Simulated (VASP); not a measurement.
# TiAl2 (Cmmm) in VASP: a series of runs, part 3 of 3

VASP 6.6.1.

### 5 Relaxation of shape and atoms at fixed volume, PBEsol (16.50 Å³/atom)

This run uses another cell than the first one, of 16.50 Å³/atom.

INCAR reads:

```
SYSTEM = TiAl2
ALGO     = Fast           ! electronic algorithm
EDIFF    = 1E-7           ! SCF threshold, eV
EDIFFG   = -0.01          ! ionic threshold
ENCUT    = 600            ! plane-wave cutoff, eV
GGA      = PS             ! functional
IBRION   = 2              ! ionic algorithm
ISIF     = 4              ! what is computed and relaxed
ISMEAR   = 0              ! smearing method
LASPH    = .True.         ! aspherical terms in the spheres
LCHARG   = .False.        ! write CHGCAR
LREAL    = .False.        ! projectors in reciprocal space
LWAVE    = .False.        ! write WAVECAR
NELM     = 100            ! most SCF steps
NSW      = 50             ! ionic steps
PREC     = Accurate       ! precision mode
SIGMA    = 0.1            ! smearing width, eV
```

KPOINTS reads:

```
k-points
0
Gamma
  10 10 10
  0 0 0
```

POSCAR reads:

```
TiAl2
1.0
    1.9884508788     -6.1435260962      0.0000000000
    1.9884508788      6.1435260962      0.0000000000
    0.0000000000      0.0000000000      4.0512313049
Ti Al
2 4
Direct
    0.6559934199      0.3440065801      0.0000000000
    0.3440065801      0.6559934199      0.0000000000
    0.0000000000      0.0000000000      0.0000000000
    0.8267167321      0.1732832679      0.5000000000
    0.1732832679      0.8267167321      0.5000000000
    0.5000000000      0.5000000000      0.5000000000
```

Potentials or basis: VASP PAW PBE potentials, release 64 (Ti_sv, Al).

On the command line:

```
$ cat potpaw_PBE.64/Ti_sv/POTCAR potpaw_PBE.64/Al/POTCAR > POTCAR
$ mpirun -np 1 vasp_std > vasp.out
```

OUTCAR:

```text
SYSTEM = TiAl2
   EDIFF = 1E-7
   EDIFFG = -0.01
   ENCUT = 600
   GGA = PS
   IBRION = 2
   ISIF = 4
   ISMEAR = 0
   LASPH = .True.
   LREAL = .False.
   NELM = 100
   NSW = 50
   PREC = Accurate

 ion  position               nearest neighbor table
   1  0.656  0.344  0.000-   3 2.76   3 2.76   6 2.79   6 2.79   5 2.85   5 2.85   5 2.85   5 2.85
                             4 2.92   4 2.92
   2  0.344  0.656  0.000-   3 2.76   3 2.76   6 2.79   6 2.79   4 2.85   4 2.85   4 2.85   4 2.85
                             5 2.92   5 2.92
   3  0.000  0.000  0.000-   1 2.76   2 2.76   1 2.76   2 2.76   6 2.84   6 2.84   6 2.84   6 2.84
                             4 2.94   4 2.94   5 2.94   5 2.94
   4  0.827  0.173  0.500-   5 2.74   5 2.74   2 2.85   2 2.85   2 2.85   2 2.85   6 2.91   6 2.91
                             1 2.92   1 2.92   3 2.94   3 2.94
   5  0.173  0.827  0.500-   4 2.74   4 2.74   1 2.85   1 2.85   1 2.85   1 2.85   6 2.91   6 2.91
                             2 2.92   2 2.92   3 2.94   3 2.94
   6  0.500  0.500  0.500-   1 2.79   2 2.79   1 2.79   2 2.79   3 2.84   3 2.84   3 2.84   3 2.84
                             5 2.91   4 2.91   5 2.91   4 2.91

  LATTYP: Found a base centered orthorhombic cell.
 ALAT       =     3.9769017576
 B/A-ratio  =     3.0896041545
 C/A-ratio  =     1.0186903152

  Lattice vectors:

 A1 = (   1.9884508788,  -6.1435260962,   0.0000000000)
 A2 = (   1.9884508788,   6.1435260962,   0.0000000000)
 A3 = (   0.0000000000,   0.0000000000,   4.0512313049)

Analysis of symmetry for initial positions (statically):
=====================================================================
 Subroutine PRICEL returns:
 Original cell was already a primitive cell.

 Routine SETGRP: Setting up the symmetry group for a
 base centered orthorhombic supercell.

 Subroutine GETGRP returns: Found  8 space group operations
 (whereof  8 operations were pure point group operations)
 out of a pool of  8 trial point group operations.

The static configuration has the point symmetry D_2h.

Analysis of symmetry for dynamics (positions and initial velocities):
=====================================================================
 Subroutine PRICEL returns:
 Original cell was already a primitive cell.

 Routine SETGRP: Setting up the symmetry group for a
 base centered orthorhombic supercell.

 Subroutine GETGRP returns: Found  8 space group operations
 (whereof  8 operations were pure point group operations)
 out of a pool of  8 trial point group operations.

The dynamic configuration has the point symmetry D_2h.

 Subroutine INISYM returns: Found  8 space group operations
 (whereof  8 operations are pure point group operations),
 and found     1 'primitive' translations

----------------------------------------------------------------------------------------

                                     Primitive cell

  volume of cell :      98.9805
[... 88 lines left out ...]
   PREC   = accura    normal or accurate (medium, high low for compatibility)
   ISTART =      0    job   : 0-new  1-cont  2-samecut
   ICHARG =      2    charge: 1-file 2-atom 10-const
   ISPIN  =      1    spin polarized calculation?
   LNONCOLLINEAR =      F non collinear calculations
   LSORBIT =      F    spin-orbit coupling
   LASPH  =      T    aspherical Exc in radial PAW
   ENCUT  =  600.0 eV  44.10 Ry    6.64 a.u.  12.90 12.90  8.09*2*pi/ulx,y,z
   NELM   =    100;   NELMIN=  2; NELMDL= -5     # of ELM steps
   EDIFF  = 0.1E-06   stopping-criterion for ELM
   LREAL  =      F    real-space projection
   EDIFFG = -.1E-01   stopping-criterion for IOM
   NSW    =     50    number of steps for IOM
   IBRION =      2    ionic relax: 0-MD 1-quasi-New 2-CG
   NFREE  =      1    steps in history (QN), initial steepest desc. (CG)
   ISIF   =      4    stress and relaxation
   ISYM   =      2    0-nonsym 1-usesym 2-fastsym
   POTIM  = 0.5000    time-step for ionic-motion
   TEBEG  =    0.0;   TEEND  =   0.0 temperature during run
   PSTRESS=    0.0 pullay stress
   NELECT =      36.0000    total number of electrons
   NUPDOWN=      -1.0000    fix difference up-down
   EMIN   =  10.00;   EMAX   =-10.00  energy-range for DOS
   EFERMI =   0.00;   METHOD = LEGACY
   ISMEAR =     0;   SIGMA  =   0.10  broadening in eV -4-tet -1-fermi 0-gaus
   EFERMI_NEDOS =   21; number of points for ismear=-14 and -15
   IALGO  =     68    algorithm
   IMIX   =      4    mixing-type and parameters
     AMIX     =   0.40;   BMIX     =  1.00
     AMIX_MAG =   1.60;   BMIX_MAG =  1.00
  volume/ion in A,a.u.               =      16.50       111.33
  Fermi-wavevector in a.u.,A,eV,Ry     =   1.168582  2.208299 18.579891  1.365583
  Thomas-Fermi vector in A             =   2.305066
   LORBIT       =      0    0 simple, 1 ext, 2 COOP (PROOUT), +10 PAW based schemes
   GGA     = PS    functional components
   LHFCALC =     F    Hartree Fock is set to
   AEXX    =    0.0000 exact exchange contribution
   IVDW    =     0    specifies the selected vdW correction
   LEPSILON=     F    determine dielectric tensor
   LRPA    =     F    only Hartree local field effects (RPA)
 conjugate gradient relaxation of ions
 non-spin polarized calculation
 RMM-DIIS sequential band-by-band and
 Gauss-broadening in eV      SIGMA  =   0.10
  energy-cutoff  :      600.00
  volume of cell :       98.98
 maximum number of plane-waves:      3328
 NGX is ok and might be reduce to    54
   NGX = 25   NGY = 25   NGZ = 17

--------------------------------------- Ionic step        1  -------------------------------------------

 number of electron      36.0000001 magnetization

 Free energy of the ion-electron system (eV)
  ---------------------------------------------------
  ext. energy  EPLUGINS =         0.00000000
  ---------------------------------------------------
  free energy    TOTEN  =       -35.54687172 eV

  energy without entropy =      -35.53321092  energy(sigma->0) =      -35.54004132

------------------------ aborting loop EDIFF was not reached (unconverged)  ----------------------------

  FORCE on cell =-STRESS in cart. coord.  units (eV):
  Direction    XX          YY          ZZ          XY          YZ          ZX
  --------------------------------------------------------------------------------------
  -------------------------------------------------------------------------------------
  Total       -3.6621659     -3.6671170     -3.6065763      0.0000000      0.0000000      0.0000000
  in kB      -59.2787427    -59.3588856    -58.3789257      0.0000000      0.0000000      0.0000000
  external PRESSURE =     -59.0055180 kB  Pullay stress =       0.0000000 kB
[... 27 lines left out ...]
--------------------------------------- Ionic step        2  -------------------------------------------

 number of electron      36.0000001 magnetization

------------------------ aborting loop because EDIFF is reached ----------------------------------------

  FORCE on cell =-STRESS in cart. coord.  units (eV):
  Direction    XX          YY          ZZ          XY          YZ          ZX
  --------------------------------------------------------------------------------------
  -------------------------------------------------------------------------------------
  Total       -3.6313498     -3.6321468     -3.6223953     -0.0000000      0.0000000      0.0000000
  in kB      -58.7799298    -58.7928296    -58.6349842     -0.0000000      0.0000000      0.0000000
  external PRESSURE =     -58.7359145 kB  Pullay stress =       0.0000000 kB
[... 27 lines left out ...]
--------------------------------------- Ionic step        3  -------------------------------------------

 number of electron      36.0000001 magnetization

 Free energy of the ion-electron system (eV)
  ---------------------------------------------------
  ext. energy  EPLUGINS =         0.00000000
  ---------------------------------------------------
  free energy    TOTEN  =       -35.54716882 eV

  energy without entropy =      -35.53360695  energy(sigma->0) =      -35.54038788

 E-fermi :   8.0514     XC(G=0): -10.7939

 val. band max:        8.0491647015   @ k =  -0.4000   0.4000   0.5000
 cond. band min:       8.0641853819   @ k =  -0.2000   0.2000   0.3000
 fundamental gap:      0.0150206804
 Fermi energy:         8.0514334478

 k-point     1 :       0.0000    0.0000    0.0000
  band No.  band energies     occupation
      1     -48.5208      2.00000
      2     -48.4971      2.00000
      3     -24.9656      2.00000
      4     -24.9386      2.00000
      5     -24.9165      2.00000
      6     -24.9055      2.00000
[... 589 lines left out ...]
     21       8.7799      0.00000
     22       9.7834      0.00000

 [... further k-points ...]
[... 5 lines left out ...]
  --------------------------------------------------------------------------------------
  -------------------------------------------------------------------------------------
  Total       -3.6072337     -3.6010185     -3.6560910      0.0000000      0.0000000      0.0000000
  in kB      -58.3895663    -58.2889629    -59.1804097      0.0000000      0.0000000      0.0000000
  external PRESSURE =     -58.6196463 kB  Pullay stress =       0.0000000 kB
[... 21 lines left out ...]
  FREE ENERGIE OF THE ION-ELECTRON SYSTEM (eV)
  ---------------------------------------------------
  free  energy   TOTEN  =       -35.5471688188 eV

  energy  without entropy=      -35.5336069483  energy(sigma->0) =      -35.54038788

 reached required accuracy - stopping structural energy minimisation
```

Run time: 57 min. Hardware: 1 thread of AMD EPYC 9R45 (Zen 5), shared host; peak memory 0.6 GiB.

What came out:

| Item | Value |
| --- | --- |
| Free energy | -35.5472 eV |
| Energy gained by relaxing | 0.0 meV/atom |
| Ionic steps | 3 |
| Pressure after relaxing | -5.9 GPa |
| Largest force after relaxing | 0.006 eV/Å |
| Band gap on the k mesh | zero (bands 18 and 19 overlap by 1.40 eV) |

Forces on the atoms (eV/Å):
```
Ti   0.000  0.000  0.000
Ti   0.000  0.000  0.000
Al   0.000  0.000  0.000
Al   0.000  0.006  0.000
Al   0.000 -0.006  0.000
Al   0.000  0.000  0.000
```

Stress tensor (GPa, compression positive):
```
-5.84  0.00  0.00
 0.00 -5.83  0.00
 0.00  0.00 -5.92
```

The path:
| step | energy change (eV) | largest force (eV/Å) | pressure (GPa) | volume (Å³) |
| --- | --- | --- | --- | --- |
| 1 | 0.0000 | 0.0298 | -5.90 | 98.98 |
| 2 | -0.0002 | 0.0193 | -5.87 | 98.98 |
| 3 | -0.0003 | 0.0062 | -5.86 | 98.98 |

Final structure:
```cif
data_structure
_symmetry_space_group_name_H-M 'P 1'
_symmetry_Int_Tables_number 1
_cell_length_a 6.4548
_cell_length_b 6.4548
_cell_length_c 4.0541
_cell_angle_alpha 90.000
_cell_angle_beta 90.000
_cell_angle_gamma 144.127
_cell_volume 98.98
loop_
_atom_site_label
_atom_site_type_symbol
_atom_site_fract_x
_atom_site_fract_y
_atom_site_fract_z
_atom_site_occupancy
Ti1 Ti 0.65579 0.34421 0.00000 1
Ti2 Ti 0.34421 0.65579 0.00000 1
Al1 Al 0.00000 0.00000 0.00000 1
Al2 Al 0.82645 0.17355 0.50000 1
Al3 Al 0.17355 0.82645 0.50000 1
Al4 Al 0.50000 0.50000 0.50000 1
```

Caveat: the PAW data sets were made with another functional, which shifts forces and pressure a little.

### 6 Single point, PBEsol (15.10 Å³/atom)

This run uses another cell than the first one, of 15.10 Å³/atom.

INCAR reads:

```
SYSTEM = TiAl2
  PREC = Accurate
  ENCUT = 520
  EDIFF = 1E-6
  ISMEAR = 0
  SIGMA = 0.1
  LREAL = .False.
  LASPH = .True.
  NELM = 80
  ALGO = Fast
  ISIF = 2
  LWAVE = .False.
  LCHARG = .False.
  GGA = PS
  NBANDS = 27
```

KPOINTS reads:

```
regular mesh
0
Gamma
  10 10 10
  0 0 0
```

POSCAR reads:

```
TiAl2
1.0
    1.9308484773     -5.9669411760      0.0000000000
    1.9308484773      5.9669411760      0.0000000000
    0.0000000000      0.0000000000      3.9308415031
Ti Al
2 4
Direct
    0.6564400034      0.3435599966      0.0000000000
    0.3435599966      0.6564400034      0.0000000000
    0.0000000000      0.0000000000      0.0000000000
    0.8274747139      0.1725252861      0.5000000000
    0.1725252861      0.8274747139      0.5000000000
    0.5000000000      0.5000000000      0.5000000000
```

Potentials or basis: VASP PAW PBE potentials, release 64 (Ti_sv, Al).

On the command line:

```
$ cat potpaw_PBE.64/Ti_sv/POTCAR potpaw_PBE.64/Al/POTCAR > POTCAR
$ mpirun -np 1 vasp_std > vasp.out
```

Wall time 10 min (1 thread of Intel Xeon 6975P-C (Granite Rapids), shared host); peak memory 0.52 GiB.

Results (log left out):

```yaml
Free_energy: -35.6174 eV
Pressure: 3.8 GPa
Largest_force: 0.008 eV/Å
Band_gap_on_the_k_mesh: zero (bands 18 and 19 overlap by 1.61 eV)
```

Forces on the atoms (eV/Å):
```
Ti   0.000 -0.008  0.000
Ti   0.000  0.008  0.000
Al   0.000  0.000  0.000
Al   0.000 -0.003  0.000
Al   0.000  0.003  0.000
Al   0.000  0.000  0.000
```

Levels at points of the mesh, in eV from the Fermi level:
| k point | band 16 | band 17 | band 18 | band 19 | band 20 | band 21 |
| --- | --- | --- | --- | --- | --- | --- |
| (0.00, 0.00, 0.00) | -0.70 | -0.54 | -0.53 | 0.37 | 0.58 | 0.90 |
| (0.50, 0.00, 0.00) | -1.33 | -1.02 | -0.28 | 0.85 | 1.20 | 1.37 |
| (0.50, 0.50, 0.00) | -1.28 | -0.70 | -0.52 | 0.23 | 1.23 | 1.26 |
| (0.00, 0.00, 0.50) | -0.87 | -0.19 | 0.08 | 0.61 | 1.08 | 1.15 |
| (0.50, 0.00, 0.50) | -1.77 | -1.55 | -1.15 | -0.57 | 1.32 | 1.37 |
| (0.50, 0.50, 0.50) | -0.87 | 0.07 | 0.91 | 1.00 | 1.42 | 1.56 |

Caveat: the cell stands under pressure; the PAW data sets were made with another functional, which shifts forces and pressure a little.

### 7 Overview

```tsv
task	cell	cutoff (eV)	gap on the mesh (eV)	pressure (GPa)	largest force (eV/Å)
single point	a = 5.758, b = 5.758, c = 3.583 Å, angles 90.0, 90.0, 144.2°, 6 atoms, atomic positions A	520	none	60.1	0.02
single point	a = 5.969, b = 5.969, c = 3.728 Å, angles 90.0, 90.0, 144.2°, 6 atoms, atomic positions B	520	none	30.1	-
single point	a = 6.119, b = 6.119, c = 3.829 Å, angles 90.0, 90.0, 144.1°, 6 atoms, atomic positions C	520	none	15.1	-
relaxation of shape and atoms at fixed volume	relaxed from a = 6.457, b = 6.457, c = 4.051 Å, angles 90.0, 90.0, 144.1°, 6 atoms, atomic positions D	600	none	-5.9	0.01
single point	a = 6.272, b = 6.272, c = 3.931 Å, angles 90.0, 90.0, 144.1°, 6 atoms, atomic positions E	520	none	3.8	0.01
```

Alike in all rows: level PBEsol; potentials or basis VASP PAW PBE potentials, release 64 (Ti_sv, Al); no spin polarisation; k mesh 10 × 10 × 10; smearing gaussian 0.1 eV.

Caveats: the PAW data sets were made with another functional, which shifts forces and pressure a little; the cell stands under pressure (at least some runs).

Absolute energies hang on the potentials; compare differences alone.
